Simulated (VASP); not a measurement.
# Sb (P3_121) in VASP: relaxation of cell and atoms with PBE

Aim: the relaxation of cell and atoms of Sb with PBE.

All numbers are computed with VASP 6.6.1; they aren't measurements. Logs are shortened: lines on timing, memory, paths and dates and some standing lists are left out, and cuts for length are marked.

## (1) The cell of the first run

Symmetry: P3_121, No. 152, trigonal system. The conventional cell has a = 4.533 Å, b = 4.533 Å, c = 5.143 Å, α = 90.00°, β = 90.00°, γ = 120.00°. Sb (site symmetry 2) has 2 Sb at 2.46 Å within 3.3 Å.

## (2) Relaxation of cell and atoms, PBE

Contents of INCAR:

```
  PREC = Accurate
  ENCUT = 600
  EDIFF = 1E-7
  ISMEAR = 0
  SIGMA = 0.1
  LREAL = False
  LASPH = True
  NELM = 100
  ALGO = Normal
  ISIF = 3
  LWAVE = False
  LCHARG = False
  GGA = PE
  IBRION = 2
  NSW = 90
  EDIFFG = -0.04
```

Contents of KPOINTS:

```
Automatic mesh
0
Gamma
  6 6 4
```

Contents of POSCAR:

```
Sb
1.0
    4.5328894119      0.0000000000      0.0000000000
   -2.2664447060      3.9255973833      0.0000000000
    0.0000000000      0.0000000000      5.1427147757
Sb
3
Direct
    0.2254000000      0.0000000000      0.3333333333
    0.0000000000      0.2254000000      0.6666666667
    0.7746000000      0.7746000000      0.0000000000
```

Potentials or basis: VASP PAW PBE potentials, release 64 (Sb).

Started as:

```sh
> cat potpaw_PBE.64/Sb/POTCAR > POTCAR
> mpirun -np 1 vasp_std > vasp.out
```

OUTCAR:

```text
PREC = Accurate
   ENCUT = 600
   EDIFF = 1E-7
   ISMEAR = 0
   LREAL = False
   LASPH = True
   NELM = 100
   ISIF = 3
   GGA = PE
   IBRION = 2
   NSW = 90
   EDIFFG = -0.04

 ion  position               nearest neighbor table
   1  0.225  0.000  0.333-   3 2.46   2 2.46   3 3.57   3 3.57   2 3.57   2 3.57
   2  0.000  0.225  0.667-   3 2.46   1 2.46   3 3.57   3 3.57   1 3.57   1 3.57
   3  0.775  0.775  0.000-   1 2.46   2 2.46   2 3.57   1 3.57   1 3.57   2 3.57

  LATTYP: Found a hexagonal cell.
 ALAT       =     4.5328894119
 C/A-ratio  =     1.1345334749

  Lattice vectors:

 A1 = (   4.5328894119,   0.0000000000,   0.0000000000)
 A2 = (  -2.2664447060,   3.9255973833,   0.0000000000)
 A3 = (   0.0000000000,   0.0000000000,   5.1427147757)

Analysis of symmetry for initial positions (statically):
=====================================================================
 Subroutine PRICEL returns:
 Original cell was already a primitive cell.

 Routine SETGRP: Setting up the symmetry group for a
 hexagonal supercell.

 Subroutine GETGRP returns: Found  6 space group operations
 (whereof  2 operations were pure point group operations)
 out of a pool of 24 trial point group operations.

The static configuration has the point symmetry C_2 .
 The point group associated with its full space group is D_3 .

Analysis of symmetry for dynamics (positions and initial velocities):
=====================================================================
 Subroutine PRICEL returns:
 Original cell was already a primitive cell.

 Routine SETGRP: Setting up the symmetry group for a
 hexagonal supercell.

 Subroutine GETGRP returns: Found  6 space group operations
 (whereof  2 operations were pure point group operations)
 out of a pool of 24 trial point group operations.

The dynamic configuration has the point symmetry C_2 .
 The point group associated with its full space group is D_3 .

 Subroutine INISYM returns: Found  6 space group operations
 (whereof  2 operations are pure point group operations),
 and found     1 'primitive' translations

----------------------------------------------------------------------------------------

                                     Primitive cell

  volume of cell :      91.5110

  direct lattice vectors                    reciprocal lattice vectors
     4.532889412  0.000000000  0.000000000     0.220609838  0.127369150  0.000000000
    -2.266444706  3.925597383  0.000000000     0.000000000  0.254738299  0.000000000
     0.000000000  0.000000000  5.142714776     0.000000000  0.000000000  0.194449827

[... 86 lines left out ...]
   EDIFFG = -.4E-01   stopping-criterion for IOM
   NSW    =     90    number of steps for IOM
   IBRION =      2    ionic relax: 0-MD 1-quasi-New 2-CG
   NFREE  =      1    steps in history (QN), initial steepest desc. (CG)
   ISIF   =      3    stress and relaxation
   ISYM   =      2    0-nonsym 1-usesym 2-fastsym
   POTIM  = 0.5000    time-step for ionic-motion
   TEBEG  =    0.0;   TEEND  =   0.0 temperature during run
   PSTRESS=    0.0 pullay stress
   NELECT =      15.0000    total number of electrons
   NUPDOWN=      -1.0000    fix difference up-down
   EMIN   =  10.00;   EMAX   =-10.00  energy-range for DOS
   EFERMI =   0.00;   METHOD = LEGACY
   ISMEAR =     0;   SIGMA  =   0.10  broadening in eV -4-tet -1-fermi 0-gaus
   EFERMI_NEDOS =   21; number of points for ismear=-14 and -15
   IALGO  =     38    algorithm
   IMIX   =      4    mixing-type and parameters
     AMIX     =   0.40;   BMIX     =  1.00
     AMIX_MAG =   1.60;   BMIX_MAG =  1.00
  volume/ion in A,a.u.               =      30.50       205.85
  Fermi-wavevector in a.u.,A,eV,Ry     =   0.895944  1.693088 10.921607  0.802715
  Thomas-Fermi vector in A             =   2.018340
   LORBIT       =      0    0 simple, 1 ext, 2 COOP (PROOUT), +10 PAW based schemes
   GGA     = PE    functional components
   LHFCALC =     F    Hartree Fock is set to
   AEXX    =    0.0000 exact exchange contribution
   IVDW    =     0    specifies the selected vdW correction
   LEPSILON=     F    determine dielectric tensor
   LRPA    =     F    only Hartree local field effects (RPA)
 conjugate gradient relaxation of ions
 non-spin polarized calculation
 Gauss-broadening in eV      SIGMA  =   0.10
  energy-cutoff  :      600.00
  volume of cell :       91.51
 maximum number of plane-waves:      3078
   NGX = 19   NGY = 19   NGZ = 21

--------------------------------------- Ionic step        1  -------------------------------------------

 number of electron      15.0000000 magnetization

 Free energy of the ion-electron system (eV)
  ---------------------------------------------------
  ext. energy  EPLUGINS =         0.00000000
  ---------------------------------------------------
  free energy    TOTEN  =        -9.02209425 eV

  energy without entropy =       -9.00112428  energy(sigma->0) =       -9.01160926

------------------------ aborting loop because EDIFF is reached ----------------------------------------

  FORCE on cell =-STRESS in cart. coord.  units (eV):
  Direction    XX          YY          ZZ          XY          YZ          ZX
  --------------------------------------------------------------------------------------
  -------------------------------------------------------------------------------------
  Total        8.2059513      8.2059513     16.9463583     -0.0000000      0.0000000     -0.0000000
  in kB      143.6700366    143.6700366    296.6973372     -0.0000000      0.0000000     -0.0000000
  external PRESSURE =     194.6791368 kB  Pullay stress =       0.0000000 kB
[... 1113 lines left out ...]
 k-point    24 :       0.3333    0.3333    0.5000
  band No.  band energies     occupation
      1      -1.0011      2.00000
      2      -1.0011      2.00000
      3      -0.6369      2.00000
      4       3.1027      2.00000
      5       3.1027      2.00000
      6       3.1652      2.00000
      7      10.4621      0.00000
      8      10.9390      0.00000
      9      10.9390      0.00000
     10      11.4724      0.00000
     11      11.5230      0.00000

[... ionic steps 4 to 20 ...]

--------------------------------------- Ionic step       21  -------------------------------------------

 number of electron      14.9999999 magnetization

------------------------ aborting loop because EDIFF is reached ----------------------------------------
[... 69 lines left out ...]
--------------------------------------- Ionic step       23  -------------------------------------------

 number of electron      15.0000000 magnetization

 Free energy of the ion-electron system (eV)
  ---------------------------------------------------
  ext. energy  EPLUGINS =         0.00000000
  ---------------------------------------------------
  free energy    TOTEN  =       -12.23074226 eV

  energy without entropy =      -12.21710042  energy(sigma->0) =      -12.22392134

 E-fermi :   7.0809     XC(G=0):  -9.5982

 val. band max:        7.0513744300   @ k =   0.3333   0.3333   0.2500
 cond. band min:       7.1131069260   @ k =   0.3333   0.1667   0.5000
 fundamental gap:      0.0617324961
 Fermi energy:         7.0808783137
[... 364 lines left out ...]
  FREE ENERGIE OF THE ION-ELECTRON SYSTEM (eV)
  ---------------------------------------------------
  free  energy   TOTEN  =       -12.2307422607 eV

  energy  without entropy=      -12.2171004184  energy(sigma->0) =      -12.22392134

 reached required accuracy - stopping structural energy minimisation
```

OSZICAR:

```text
N       E                     dE             d eps       ncg     rms          rms(c)
DAV:   1     0.779347999930E+02    0.77935E+02   -0.52170E+03   528   0.114E+03
DAV:   2    -0.417631007561E+01   -0.82111E+02   -0.79030E+02   650   0.181E+02
DAV:   3    -0.899144710184E+01   -0.48151E+01   -0.46052E+01   629   0.479E+01
[... 244 lines left out ...]
DAV:   2    -0.122307292129E+02   -0.30240E-03   -0.31051E-03   642   0.401E-01    0.637E-02
DAV:   3    -0.122307383286E+02   -0.91157E-05   -0.62508E-05   629   0.656E-02    0.194E-02
DAV:   4    -0.122307422207E+02   -0.38921E-05   -0.67290E-06   625   0.211E-02    0.498E-03
DAV:   5    -0.122307423207E+02   -0.10006E-06   -0.35609E-07   588   0.475E-03    0.809E-04
DAV:   6    -0.122307422607E+02    0.60050E-07   -0.16895E-08   330   0.113E-03
  23 F= -.12230742E+02 E0= -.12223921E+02  d E =-.461770E-01
```

CONTCAR:

```text
Sb
   1.00000000000000
     4.3610724439954840    0.0000000000051103   -0.0000000000000002
    -2.1805362220414217    3.7767995242803654    0.0000000000000001
    -0.0000000000000002    0.0000000000000002    5.4656849602099564
  Sb
     3
Direct
     0.3322905061071573    0.0000000000001425    0.3333333332999970
     0.9999999999999499    0.3322905061067717    0.6666666667000030
     0.6677094938928927    0.6677094938930854    0.0000000000000000

  0.00000000E+00  0.00000000E+00  0.00000000E+00
  0.00000000E+00  0.00000000E+00  0.00000000E+00
  0.00000000E+00  0.00000000E+00  0.00000000E+00
```

Wall time 5.1 min (1 thread of Intel Xeon Platinum 8488C (Sapphire Rapids), shared host); peak memory 0.25 GiB.

What came out:

| Quantity | Value |
| --- | --- |
| Free energy | -12.2307 eV |
| Relaxed volume | 30.01 Å³/atom |
| Relaxed cell | a = 4.361 Å, b = 4.361 Å, c = 5.466 Å, α = 90.00°, β = 90.00°, γ = 120.00° |
| Space group after relaxing (to 0.05 Å) | R-3m (No. 166) |
| Energy gained by relaxing | 1069.5 meV/atom |
| Ionic steps | 23 |
| Pressure after relaxing | 0.1 GPa |
| Largest force after relaxing | 0.022 eV/Å |

Forces on the atoms (eV/Å):
```
Sb   0.022  0.000  0.000
Sb  -0.011  0.019  0.000
Sb  -0.011 -0.019  0.000
```

The path:
| step | energy change (eV) | largest force (eV/Å) | pressure (GPa) | volume (Å³) |
| --- | --- | --- | --- | --- |
| 1 | 0.0000 | 5.6869 | 19.47 | 91.51 |
| 2 | -0.7537 | 0.2682 | -7.84 | 149.21 |
| 3 | -2.0761 | 0.6982 | -3.29 | 115.80 |
| 4 | -2.0863 | 0.8005 | -2.79 | 114.40 |
| 5 | -2.0890 | 0.9242 | -2.19 | 112.92 |
| 6 | -2.3136 | 1.1345 | -1.85 | 106.68 |
| 7 | -2.8626 | 1.3418 | 2.56 | 89.25 |
| 8 | 0.5559 | 1.0478 | 56.73 | 59.87 |
| 9 | -2.6875 | 1.6764 | 4.92 | 86.93 |
| 10 | -2.6108 | 1.3976 | 11.39 | 78.44 |
| 11 | -2.6945 | 1.6205 | 7.00 | 83.60 |
| 12 | -2.7627 | 1.4376 | 6.92 | 83.03 |
| 13 | -2.8927 | 0.8871 | 7.25 | 81.32 |
| 14 | -2.7939 | 0.2188 | 10.49 | 77.91 |
| 15 | -2.9112 | 0.5348 | 7.94 | 80.22 |
| 16 | -3.0081 | 0.4666 | 5.81 | 82.32 |
| 17 | -3.1551 | 0.2999 | 0.84 | 88.82 |
| 18 | -3.1624 | 0.2627 | -0.21 | 90.56 |
| 19 | -3.1625 | 0.2580 | -0.34 | 90.80 |
| 20 | -3.1692 | 0.2407 | -0.32 | 90.74 |
| 21 | -3.1873 | 0.1826 | -0.24 | 90.56 |
| 22 | -3.2073 | 0.0563 | -0.02 | 90.16 |
| 23 | -3.2086 | 0.0223 | 0.08 | 90.02 |

Final structure:
```xyz
3
Lattice="4.3611 0.0000 0.0000 -2.1805 3.7768 0.0000 0.0000 0.0000 5.4657" Properties=species:S:1:pos:R:3 pbc="T T T"
Sb    1.4491    0.0000    1.8219
Sb    3.6365    1.2550    3.6438
Sb    1.4560    2.5218    0.0000
```

Caveat: spin-orbit coupling is left out, which moves the levels of the heavy elements.
